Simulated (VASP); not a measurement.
BN:

```
B N
1.0
     0.00000    1.82323    1.82323
     1.82323    0.00000    1.82323
     1.82323    1.82323    0.00000
B N
1 1
Direct
  0.00000 0.00000 0.00000
  0.25000 0.25000 0.25000
```

This cell differs from its parent crystal: strain +1.0%.

Program: VASP 6.6.1. Alike in all runs: task single point; potentials or basis VASP PAW PBE potentials, release 64 (B, N); no spin polarisation; cell as given; cutoff (eV) 520.

Question: Order these runs on this cell by their pressure, lowest first.
A. level r2SCAN; k mesh 12 × 12 × 12; smearing gaussian 0.01 eV
B. level HSE06; k mesh 8 × 8 × 8; smearing gaussian 0.01 eV; grid for exact exchange (PRECFOCK) Normal; share of exact exchange 0.25; screening parameter 0.2079 1/Å
C. level PBE; k mesh 12 × 12 × 12; smearing fermi-dirac 0.02 eV

Answer: B (-15.2 GPa), A (-10.3 GPa), C (-6.3 GPa).

Caveats: the cell stands under tension; the PAW data sets were made with another functional, which shifts forces and pressure a little (at least some runs).
